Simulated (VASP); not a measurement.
# InSb (F-43m) in VASP: a series of runs, part 3 of 3

VASP 6.6.1. Earlier steps stand in the parts before.

### 5 Electric field gradients, LDA (volume scaled by 0.99)

Contents of INCAR:

```
SYSTEM = InSb
PREC = Accurate
ENCUT = 520
EDIFF = 1E-8
ISMEAR = -1
SIGMA = 0.03
LREAL = .FALSE.
LASPH = .TRUE.
NELM = 60
ALGO = Normal
ISIF = 2
LWAVE = .FALSE.
LCHARG = .FALSE.
GGA = CA
LEFG = .TRUE.
NBANDS = 16
```

Contents of KPOINTS:

```
regular mesh
0
G
  10 10 10
  0 0 0
```

Contents of POSCAR:

```
InSb
1.0
    0.0000000000      3.2282668087      3.2282668087
    3.2282668087      0.0000000000      3.2282668087
    3.2282668087      3.2282668087      0.0000000000
In Sb
1 1
Direct
    0.0000000000      0.0000000000      0.0000000000
    0.7500000000      0.7500000000      0.7500000000
```

Potentials or basis: VASP PAW LDA potentials, release 64 (In_d, Sb).

On the command line:

```bash
> cat potpaw_LDA.64/In_d/POTCAR potpaw_LDA.64/Sb/POTCAR > POTCAR
> mpirun -np 1 vasp_std > vasp.out
```

OUTCAR:

```text
SYSTEM = InSb
   PREC = Accurate
   ENCUT = 520
   EDIFF = 1E-8
   ISMEAR = -1
   LREAL = .FALSE.
   LASPH = .TRUE.
   NELM = 60
   ISIF = 2
   GGA = CA

 ion  position               nearest neighbor table
   1  0.000  0.000  0.000-   2 2.80   2 2.80   2 2.80   2 2.80
   2  0.750  0.750  0.750-   1 2.80   1 2.80   1 2.80   1 2.80

  LATTYP: Found a face centered cubic cell.
 ALAT       =     6.4565336174

  Lattice vectors:

 A1 = (   0.0000000000,   3.2282668087,   3.2282668087)
 A2 = (   3.2282668087,   0.0000000000,   3.2282668087)
 A3 = (   3.2282668087,   3.2282668087,   0.0000000000)

Analysis of symmetry for initial positions (statically):
=====================================================================
 Subroutine PRICEL returns:
 Original cell was already a primitive cell.

 Routine SETGRP: Setting up the symmetry group for a
 face centered cubic supercell.

 Subroutine GETGRP returns: Found 24 space group operations
 (whereof 24 operations were pure point group operations)
 out of a pool of 48 trial point group operations.

The static configuration has the point symmetry T_d .

Analysis of symmetry for dynamics (positions and initial velocities):
=====================================================================
 Subroutine PRICEL returns:
 Original cell was already a primitive cell.

 Routine SETGRP: Setting up the symmetry group for a
 face centered cubic supercell.

 Subroutine GETGRP returns: Found 24 space group operations
 (whereof 24 operations were pure point group operations)
 out of a pool of 48 trial point group operations.

The dynamic configuration has the point symmetry T_d .

[... 158 lines left out ...]
      4      -9.4895      2.00000
      5      -9.4895      2.00000
      6      -5.8382      2.00000
[... 433 lines left out ...]
      3      -9.5438      2.00000
      4      -9.5043      2.00000
      5      -9.4827      2.00000
      6      -4.4446      2.00000
[... 8 lines left out ...]
     15      14.5740      0.00000
     16      14.9816      0.00000

 [... further k-points ...]

------------------------ aborting loop because EDIFF is reached ----------------------------------------

  FORCE on cell =-STRESS in cart. coord.  units (eV):
  Direction    XX          YY          ZZ          XY          YZ          ZX
  --------------------------------------------------------------------------------------
  -------------------------------------------------------------------------------------
  Total       -0.0229766     -0.0229766     -0.0229766      0.0000000     -0.0000000     -0.0000000
  in kB       -0.5470900     -0.5470900     -0.5470900      0.0000000     -0.0000000     -0.0000000
  external PRESSURE =      -0.5470900 kB  Pullay stress =       0.0000000 kB

 VOLUME and BASIS-vectors are now :
 -----------------------------------------------------------------------------
  energy-cutoff  :      520.00
  volume of cell :       67.29
      direct lattice vectors                 reciprocal lattice vectors
     0.000000000  3.228266809  3.228266809    -0.154881870  0.154881870  0.154881870
     3.228266809  0.000000000  3.228266809     0.154881870 -0.154881870  0.154881870
     3.228266809  3.228266809  0.000000000     0.154881870  0.154881870 -0.154881870

 POSITION                                       TOTAL-FORCE (eV/Angst)
 -----------------------------------------------------------------------------------
      0.00000      0.00000      0.00000         0.000000      0.000000      0.000000
      4.84240      4.84240      4.84240        -0.000000     -0.000000     -0.000000
 -----------------------------------------------------------------------------------
    total drift:                                0.000000      0.000000      0.000000

  FREE ENERGIE OF THE ION-ELECTRON SYSTEM (eV)
  ---------------------------------------------------
  free  energy   TOTEN  =        -8.2156714445 eV

  energy  without entropy=       -8.2155282159  energy(sigma->0) =       -8.21559983

 Electric field gradients (V/A^2)
---------------------------------------------------------------------
 ion       V_xx      V_yy      V_zz      V_xy      V_xz      V_yz
---------------------------------------------------------------------
   1       0.000    -0.000     0.000     0.001     0.001     0.001
   2      -0.000     0.000    -0.000    -0.000    -0.000    -0.000
---------------------------------------------------------------------

 Electric field gradients after diagonalization (V/A^2)
 (convention: |V_zz| > |V_xx| > |V_yy|)
----------------------------------------------------------------------
 ion       V_xx      V_yy      V_zz     asymmetry (V_yy - V_xx)/ V_zz
----------------------------------------------------------------------
   1      -0.001    -0.001     0.002       0.000
   2       0.000     0.000    -0.000       0.000
----------------------------------------------------------------------

           NMR quadrupolar parameters

 Cq : quadrupolar parameter    Cq=e*Q*V_zz/h
 eta: asymmetry parameters     (V_yy - V_xx)/ V_zz
 Q  : nuclear electric quadrupole moment in mb (millibarn)
----------------------------------------------------------------------
 ion       Cq(MHz)       eta       Q (mb)
----------------------------------------------------------------------
   1       0.000       0.000       1.000
   2      -0.000       0.000       1.000
----------------------------------------------------------------------
```

It took 28 s on 1 thread of AMD EPYC 9R45 (Zen 5), shared host; peak memory 0.17 GiB.

What came out:

| Property | Result |
| --- | --- |
| Free energy | -8.2157 eV |
| Pressure | -0.1 GPa |
| Band gap on the k mesh | zero (filled and empty bands touch) |

Levels at points of the mesh, in eV from the Fermi level:
```tsv
k point	band 6	band 7	band 8	band 9	band 10	band 11	band 12	band 13
(0.00, 0.00, 0.00)	-10.86	-0.33	-0.02	-0.02	-0.02	2.88	2.88	2.88
(0.50, 0.00, 0.00)	-9.47	-5.75	-1.05	-1.05	0.41	3.74	3.74	5.91
(0.50, 0.50, 0.00)	-8.84	-6.05	-2.34	-2.34	1.21	1.22	8.08	8.08
```

Caveat: without QUAD_EFG the Cq values of the log hold for a quadrupole moment of 1 mb, not for the nuclei; spin-orbit coupling is left out, which moves the levels of the heavy elements.

### 6 Electric field gradients, LDA (volume scaled by 0.99)

Contents of INCAR:

```
SYSTEM = InSb
ALGO     = Normal         ! electronic algorithm
EDIFF    = 1E-8           ! SCF threshold, eV
ENCUT    = 520            ! plane-wave cutoff, eV
ISIF     = 2              ! what is computed and relaxed
ISMEAR   = -1             ! smearing method
LASPH    = .TRUE.         ! aspherical terms in the spheres
LCHARG   = .FALSE.        ! write CHGCAR
LEFG     = .TRUE.       
LREAL    = .FALSE.        ! projectors in reciprocal space
LWAVE    = .FALSE.        ! write WAVECAR
NBANDS   = 16             ! bands
NELM     = 100            ! most SCF steps
PREC     = Accurate       ! precision mode
SIGMA    = 0.03           ! smearing width, eV
```

Contents of KPOINTS:

```
k-points
0
G
  10 10 10
  0 0 0
```

POSCAR is that of step 5.

Potentials or basis: VASP PAW LDA potentials, release 64 (In_d, Sb).

On the command line:

```bash
> cat potpaw_LDA.64/In_d/POTCAR potpaw_LDA.64/Sb/POTCAR > POTCAR
> mpirun -np 1 vasp_std > vasp.out
```

OUTCAR:

```text
SYSTEM = InSb
   EDIFF = 1E-8
   ENCUT = 520
   ISIF = 2
   ISMEAR = -1
   LASPH = .TRUE.
   LREAL = .FALSE.
   NELM = 100
   PREC = Accurate

 ion  position               nearest neighbor table
   1  0.000  0.000  0.000-   2 2.80   2 2.80   2 2.80   2 2.80
   2  0.750  0.750  0.750-   1 2.80   1 2.80   1 2.80   1 2.80

  LATTYP: Found a face centered cubic cell.
 ALAT       =     6.4565336174

  Lattice vectors:

 A1 = (   0.0000000000,   3.2282668087,   3.2282668087)
 A2 = (   3.2282668087,   0.0000000000,   3.2282668087)
 A3 = (   3.2282668087,   3.2282668087,   0.0000000000)

Analysis of symmetry for initial positions (statically):
=====================================================================
 Subroutine PRICEL returns:
 Original cell was already a primitive cell.

 Routine SETGRP: Setting up the symmetry group for a
 face centered cubic supercell.

[... 644 lines left out ...]
  volume of cell :       67.29
      direct lattice vectors                 reciprocal lattice vectors
     0.000000000  3.228266809  3.228266809    -0.154881870  0.154881870  0.154881870
     3.228266809  0.000000000  3.228266809     0.154881870 -0.154881870  0.154881870
     3.228266809  3.228266809  0.000000000     0.154881870  0.154881870 -0.154881870

 POSITION                                       TOTAL-FORCE (eV/Angst)
 -----------------------------------------------------------------------------------
      0.00000      0.00000      0.00000         0.000000      0.000000      0.000000
      4.84240      4.84240      4.84240        -0.000000     -0.000000     -0.000000
 -----------------------------------------------------------------------------------
    total drift:                                0.000000      0.000000      0.000000

  FREE ENERGIE OF THE ION-ELECTRON SYSTEM (eV)
  ---------------------------------------------------
  free  energy   TOTEN  =        -8.2156714445 eV

  energy  without entropy=       -8.2155282159  energy(sigma->0) =       -8.21559983

 Electric field gradients (V/A^2)
---------------------------------------------------------------------
 ion       V_xx      V_yy      V_zz      V_xy      V_xz      V_yz
---------------------------------------------------------------------
   1       0.000    -0.000     0.000     0.001     0.001     0.001
   2      -0.000     0.000    -0.000    -0.000    -0.000    -0.000
---------------------------------------------------------------------

 Electric field gradients after diagonalization (V/A^2)
 (convention: |V_zz| > |V_xx| > |V_yy|)
----------------------------------------------------------------------
 ion       V_xx      V_yy      V_zz     asymmetry (V_yy - V_xx)/ V_zz
----------------------------------------------------------------------
   1      -0.001    -0.001     0.002       0.000
   2       0.000     0.000    -0.000       0.000
----------------------------------------------------------------------

           NMR quadrupolar parameters

 Cq : quadrupolar parameter    Cq=e*Q*V_zz/h
 eta: asymmetry parameters     (V_yy - V_xx)/ V_zz
 Q  : nuclear electric quadrupole moment in mb (millibarn)
----------------------------------------------------------------------
 ion       Cq(MHz)       eta       Q (mb)
----------------------------------------------------------------------
   1       0.000       0.000       1.000
   2      -0.000       0.000       1.000
----------------------------------------------------------------------
```

stdout:

```text
POSCAR found type information on POSCAR InSb
 POSCAR found :  2 types and       2 ions
 scaLAPACK will be used
 LDA part: xc-table for (Slater(with rela. corr.)+CA(PZ))
 , standard interpolation
 POSCAR, INCAR and KPOINTS ok, starting setup
 FFT: planning ... GRIDC
 FFT: planning ... GRID_SOFT
 FFT: planning ... GRID
 WAVECAR not read
 entering main loop
ion   1

ion   2
```

Run time: 29 s. Hardware: 1 thread of AMD EPYC 9R45 (Zen 5), shared host; peak memory 0.17 GiB.

Results:

```yaml
Free_energy: -8.2157 eV
Pressure: -0.1 GPa
Band_gap_on_the_k_mesh: zero (filled and empty bands touch)
```

Caveat: without QUAD_EFG the Cq values of the log hold for a quadrupole moment of 1 mb, not for the nuclei; spin-orbit coupling is left out, which moves the levels of the heavy elements.

### 7 The runs side by side

| cell | gap on the mesh (eV) | pressure (GPa) |
| --- | --- | --- |
| a = 4.519 Å, angles 60.0°, 2 atoms | none | 1.5 |
| a = 4.550 Å, angles 60.0°, 2 atoms | none | 0.4 |
| a = 4.565 Å, angles 60.0°, 2 atoms | none | -0.1 |

Alike in all rows: task electric field gradients; level LDA; potentials or basis VASP PAW LDA potentials, release 64 (In_d, Sb); no spin polarisation; k mesh 10 × 10 × 10; cutoff (eV) 520; smearing fermi-dirac 0.03 eV.

Caveats: spin-orbit coupling is left out, which moves the levels of the heavy elements.

Absolute energies hang on the potentials; compare differences alone.
